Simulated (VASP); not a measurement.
# BaTiO3 (P4mm) in VASP: a series of runs, part 2 of 2

VASP 6.6.1. Earlier steps stand in the parts before.

## Step 4: Single point, PBE+U

Input file INCAR:

```
  PREC = Accurate
  ENCUT = 520
  EDIFF = 1E-7
  ISMEAR = 0
  SIGMA = 0.01
  LREAL = F
  LASPH = T
  NELM = 150
  ALGO = Normal
  ISIF = 2
  LWAVE = F
  LCHARG = T
  LMAXMIX = 4
  LDAU = T
  LDAUTYPE = 2
  LDAUL = -1 2 -1
  LDAUU = 0 4 0
  LDAUJ = 0 0 0
  LDAUPRINT = 1
  GGA = PE
  LELF = T
  LVHAR = T
  NBANDS = 28
```

Input file KPOINTS:

```
regular mesh
0
Gamma
  6 6 6
```

Input file POSCAR:

```
BaTiO3
1.0
    3.9998000000      0.0000000000      0.0000000000
    0.0000000000      3.9998000000      0.0000000000
    0.0000000000      0.0000000000      4.0180000000
Ba Ti O
1 1 3
Direct
    0.0000000000      0.0000000000      0.0000000000
    0.5000000000      0.5000000000      0.4900000000
    0.5000000000      0.5000000000      0.0190000000
    0.5000000000      0.0000000000      0.5170000000
    0.0000000000      0.5000000000      0.5170000000
```

Potentials or basis: VASP PAW PBE potentials, release 64 (Ba_sv, Ti_sv, O).

On the command line:

```
cat potpaw_PBE.64/Ba_sv/POTCAR potpaw_PBE.64/Ti_sv/POTCAR potpaw_PBE.64/O/POTCAR > POTCAR
mpirun -np 1 vasp_std > vasp.out
```

OUTCAR:

```text
PREC = Accurate
   ENCUT = 520
   EDIFF = 1E-7
   ISMEAR = 0
   LREAL = F
   LASPH = T
   NELM = 150
   ISIF = 2
   GGA = PE

 ion  position               nearest neighbor table
   1  0.000  0.000  0.000-   4 2.79   5 2.79   5 2.79   4 2.79   3 2.83   3 2.83   3 2.83   3 2.83
                             4 2.88   5 2.88   5 2.88   4 2.88   2 3.45   2 3.45   2 3.45   2 3.45
   2  0.500  0.500  0.490-   3 1.89   4 2.00   5 2.00   4 2.00   5 2.00   3 2.13   1 3.45   1 3.45
                             1 3.45   1 3.45   1 3.49   1 3.49   1 3.49   1 3.49
   3  0.500  0.500  0.019-   2 1.89   2 2.13   1 2.83   1 2.83   1 2.83   1 2.83
   4  0.500  0.000  0.517-   2 2.00   2 2.00   1 2.79   1 2.79   1 2.88   1 2.88
   5  0.000  0.500  0.517-   2 2.00   2 2.00   1 2.79   1 2.79   1 2.88   1 2.88

  LATTYP: Found a simple tetragonal cell.
 ALAT       =     3.9998000000
 C/A-ratio  =     1.0045502275

  Lattice vectors:

 A1 = (   3.9998000000,   0.0000000000,   0.0000000000)
 A2 = (   0.0000000000,   3.9998000000,   0.0000000000)
 A3 = (   0.0000000000,   0.0000000000,   4.0180000000)

Analysis of symmetry for initial positions (statically):
[... 213 lines left out ...]
  free energy    TOTEN  =       -37.27486866 eV

  energy without entropy =      -37.27486866  energy(sigma->0) =      -37.27486866

 E-fermi :   4.0941     XC(G=0): -11.2497

 val. band max:        3.9852584332   @ k =   0.5000   0.5000   0.5000
 cond. band min:       6.2350206669   @ k =   0.0000   0.0000   0.0000
 fundamental gap:      2.2497622337
 Fermi energy:         4.0941218107

 k-point     1 :       0.0000    0.0000    0.0000
  band No.  band energies     occupation
      1     -53.7073      2.00000
      2     -29.8958      2.00000
      3     -29.8692      2.00000
      4     -29.8692      2.00000
      5     -20.8807      2.00000
      6     -12.9967      2.00000
[... 733 lines left out ...]
     27      12.0727      0.00000
     28      13.4085      0.00000

 [... further k-points ...]
[... 5 lines left out ...]
  --------------------------------------------------------------------------------------
  -------------------------------------------------------------------------------------
  Total        2.8226836      2.8226836      3.3333946      0.0000000      0.0000000      0.0000000
  in kB       70.3535953     70.3535953     83.0827426      0.0000000      0.0000000      0.0000000
  external PRESSURE =      74.5966444 kB  Pullay stress =       0.0000000 kB

 VOLUME and BASIS-vectors are now :
 -----------------------------------------------------------------------------
  energy-cutoff  :      520.00
  volume of cell :       64.28
      direct lattice vectors                 reciprocal lattice vectors
     3.999800000  0.000000000  0.000000000     0.250012501  0.000000000  0.000000000
     0.000000000  3.999800000  0.000000000     0.000000000  0.250012501  0.000000000
     0.000000000  0.000000000  4.018000000     0.000000000  0.000000000  0.248880040

 POSITION                                       TOTAL-FORCE (eV/Angst)
 -----------------------------------------------------------------------------------
      0.00000      0.00000      0.00000         0.000000      0.000000      0.067720
      1.99990      1.99990      1.96882         0.000000     -0.000000      0.470515
      1.99990      1.99990      0.07634         0.000000     -0.000000     -0.273338
      1.99990      0.00000      2.07731         0.000000      0.000000     -0.132449
      0.00000      1.99990      2.07731        -0.000000      0.000000     -0.132449
 -----------------------------------------------------------------------------------
    total drift:                                0.000000      0.000000      0.000169

  FREE ENERGIE OF THE ION-ELECTRON SYSTEM (eV)
  ---------------------------------------------------
  free  energy   TOTEN  =       -37.2748686567 eV

  energy  without entropy=      -37.2748686567  energy(sigma->0) =      -37.27486866
```

stdout:

```text
POSCAR found type information on POSCAR BaTiO
 POSCAR found :  3 types and       5 ions
 scaLAPACK will be used
 LDA part: xc-table for (Slater+PW92), standard interpolation
 POSCAR, INCAR and KPOINTS ok, starting setup
 FFT: planning ... GRIDC
 FFT: planning ... GRID_SOFT
 FFT: planning ... GRID
 WAVECAR not read
 entering main loop
```

Run time: 1.8 min. Hardware: 1 thread of Intel Xeon Platinum 8375C at 2.90GHz (Ice Lake), shared host; peak memory 0.22 GiB.

Results:

```
Free energy            : -37.2749 eV
Pressure               : 7.5 GPa
Largest force          : 0.471 eV/Å
Band gap on the k mesh : 2.25 eV (least direct gap 2.56 eV)
```

Forces in eV/Å, atoms in the order of the input:
```
Ba   0.000  0.000  0.068
Ti   0.000  0.000  0.471
O    0.000  0.000 -0.273
O    0.000  0.000 -0.132
O    0.000  0.000 -0.132
```

Levels at points of the mesh, in eV from the valence-band top:
| k point | band 16 | band 17 | band 18 | band 19 | band 20 | band 21 | band 22 | band 23 | band 24 | band 25 |
| --- | --- | --- | --- | --- | --- | --- | --- | --- | --- | --- |
| (0.00, 0.00, 0.00) | -1.23 | -1.15 | -0.34 | -0.31 | -0.31 | 2.25 | 2.41 | 2.41 | 4.01 | 4.07 |
| (0.50, 0.00, 0.00) | -1.97 | -1.75 | -1.68 | -0.98 | -0.90 | 2.58 | 3.93 | 3.94 | 4.04 | 5.81 |
| (0.50, 0.50, 0.00) | -2.65 | -1.92 | -0.99 | -0.99 | -0.09 | 3.96 | 3.96 | 4.39 | 4.66 | 7.60 |
| (0.00, 0.00, 0.50) | -1.97 | -1.86 | -1.86 | -0.78 | -0.78 | 2.44 | 3.97 | 3.97 | 4.01 | 5.93 |
| (0.50, 0.00, 0.50) | -2.61 | -1.88 | -0.92 | -0.91 | -0.17 | 3.96 | 3.99 | 4.36 | 4.79 | 7.55 |
| (0.50, 0.50, 0.50) | -2.36 | -2.33 | -0.08 | -0.08 | 0.00 | 4.59 | 4.59 | 4.61 | 6.47 | 6.63 |

Eigenvalues of the final occupation matrices:
```
    site  spin  trace               eigenvalues
site 2 d     1   0.80  0.10 0.11 0.11 0.24 0.24
site 2 d     2   0.80  0.10 0.11 0.11 0.24 0.24
```

Caveat: the cell stands under pressure; spin-orbit coupling is left out, which moves the levels of the heavy elements.

## Step 5: Single point, PBE+U

Input file INCAR:

```
SYSTEM = BaTiO3
  PREC = Accurate
  ENCUT = 520
  EDIFF = 1E-6
  ISMEAR = 0
  SIGMA = 0.01
  LREAL = .False.
  LASPH = .True.
  NELM = 150
  ALGO = Normal
  ISIF = 2
  LWAVE = .False.
  LCHARG = .False.
  LMAXMIX = 4
  LDAU = .True.
  LDAUTYPE = 2
  LDAUL = -1 2 -1
  LDAUU = 0 6 0
  LDAUJ = 0 0 0
  LDAUPRINT = 1
  GGA = PE
  NBANDS = 28
```

Input file KPOINTS:

```
regular mesh
0
Gamma
  6 6 6
  0 0 0
```

POSCAR is that of step 4.

On the command line:

```
cat potpaw_PBE.64/Ba_sv/POTCAR potpaw_PBE.64/Ti_sv/POTCAR potpaw_PBE.64/O/POTCAR > POTCAR
mpirun -np 1 vasp_std > vasp.out
```

Run time: 88 s. Hardware: 1 thread of Intel Xeon Platinum 8375C at 2.90GHz (Ice Lake), shared host; peak memory 0.22 GiB.

It converged, with:

| Quantity | Value |
| --- | --- |
| Free energy | -36.0039 eV |
| Pressure | 9.1 GPa |
| Largest force | 0.768 eV/Å |
| Band gap on the k mesh | 2.52 eV (least direct gap 2.84 eV) |

Forces on the atoms (eV/Å):
```
Ba   0.000  0.000  0.064
Ti   0.000  0.000  0.768
O    0.000  0.000 -0.554
O    0.000  0.000 -0.139
O    0.000  0.000 -0.139
```

Stress tensor (GPa, compression positive):
```
 8.66  0.00  0.00
 0.00  8.66  0.00
 0.00  0.00 10.11
```

Levels at points of the mesh, in eV from the valence-band top:
| k point | band 16 | band 17 | band 18 | band 19 | band 20 | band 21 | band 22 | band 23 | band 24 | band 25 |
| --- | --- | --- | --- | --- | --- | --- | --- | --- | --- | --- |
| (0.00, 0.00, 0.00) | -1.23 | -1.16 | -0.35 | -0.32 | -0.32 | 2.52 | 2.66 | 2.66 | 4.05 | 4.09 |
| (0.50, 0.00, 0.00) | -1.98 | -1.70 | -1.65 | -1.00 | -0.93 | 2.85 | 4.07 | 4.19 | 4.20 | 5.81 |
| (0.50, 0.50, 0.00) | -2.62 | -1.99 | -0.99 | -0.99 | -0.09 | 4.22 | 4.22 | 4.66 | 4.66 | 7.61 |
| (0.00, 0.00, 0.50) | -1.98 | -1.81 | -1.81 | -0.81 | -0.81 | 2.73 | 4.05 | 4.22 | 4.22 | 5.91 |
| (0.50, 0.00, 0.50) | -2.57 | -1.95 | -0.93 | -0.92 | -0.17 | 4.22 | 4.25 | 4.62 | 4.81 | 7.55 |
| (0.50, 0.50, 0.50) | -2.31 | -2.28 | -0.08 | -0.08 | 0.00 | 4.85 | 4.85 | 4.88 | 6.43 | 6.59 |

Eigenvalues of the final occupation matrices:
```csv
site,spin,trace,eigenvalues
site 2 d,1,0.76,0.09 0.10 0.10 0.23 0.24
site 2 d,2,0.76,0.09 0.10 0.10 0.23 0.24
```

Caveat: the cell stands under pressure; spin-orbit coupling is left out, which moves the levels of the heavy elements. A k mesh can miss the band edges.

## Step 6: Summary

| level | U | gap on the mesh (eV) | pressure (GPa) | largest force (eV/Å) |
| --- | --- | --- | --- | --- |
| PBE | - | 1.77 | 4.2 | 0.27 |
| PBE+U | Ti d U = 2.0 eV | 2.00 | 5.8 | 0.17 |
| PBE+U | Ti d U = 4.0 eV | 2.25 | 7.5 | 0.47 |
| PBE+U | Ti d U = 6.0 eV | 2.52 | 9.1 | 0.77 |

Alike in all rows: task single point; potentials or basis VASP PAW PBE potentials, release 64 (Ba_sv, Ti_sv, O); no spin polarisation; cell as given; k mesh 6 × 6 × 6; cutoff (eV) 520; smearing gaussian 0.01 eV.

On the cell as given the gap runs from 1.77 eV (PBE) to 2.52 eV (PBE+U). The pressure there spans 4.2 GPa (PBE) to 9.1 GPa (PBE+U); a positive pressure means that this level wants a larger cell, a negative one a smaller.

Caveats: the cell stands under pressure; spin-orbit coupling is left out, which moves the levels of the heavy elements.

Total energies depend on the potentials used, so only differences within one code and one set of settings carry meaning.
